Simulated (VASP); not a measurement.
ZnCd2Se2S, 6 atoms in the cell. It takes space group P6/mmm (No. 191, hexagonal). Conventional cell: a = 4.893 Å, b = 4.893 Å, c = 10.381 Å, α = 90.00°, β = 90.00°, γ = 120.00°. Within 3.5 Å of Zn (site symmetry 6/mmm) lie 2 Cd at 2.63 Å. Cd (site symmetry 6mm) has 1 S at 2.56 Å and 1 Zn at 2.63 Å within 3.4 Å. Se (site symmetry -6m2) has 3 Se at 2.82 Å and 3 S at 2.82 Å and 6 Cd at 3.81 Å within 3.9 Å. S (site symmetry 6/mmm) has 2 Cd at 2.56 Å and 6 Se at 2.82 Å within 3.4 Å. The cell was built from a structure type or drawn by symmetry, and may not be a known phase.

```yaml
Program: VASP 6.6.1
Task: single point
Functional: PBE
Potentials_or_basis: VASP PAW PBE potentials, release 64 (Zn, Cd, Se, S)
Cutoff: 520 eV
k_mesh: 6 × 6 × 2
Occupations: gaussian, width 0.1 eV
Spin: no spin polarisation
Dipole_correction: no
Further_INCAR_settings: ALGO = Normal; EDIFF = 1e-06; NBANDS = 36
```

Potentials or basis: VASP PAW PBE potentials, release 64 (Zn, Cd, Se, S).

Launch:

```sh
$ cat potpaw_PBE.64/Zn/POTCAR potpaw_PBE.64/Cd/POTCAR potpaw_PBE.64/Se/POTCAR potpaw_PBE.64/S/POTCAR > POTCAR
$ mpirun -np 1 vasp_std > vasp.out
```

Hardware: 1 thread of Intel Xeon 8259CL, with other jobs on the host.

Problem. How long does it take, and how much memory?

Solution. Wall time 3.5 min on 1 thread of Intel Xeon 8259CL, with other jobs on the host, peak memory 0.39 GiB. Counts: scf iterations 16, k points 14.
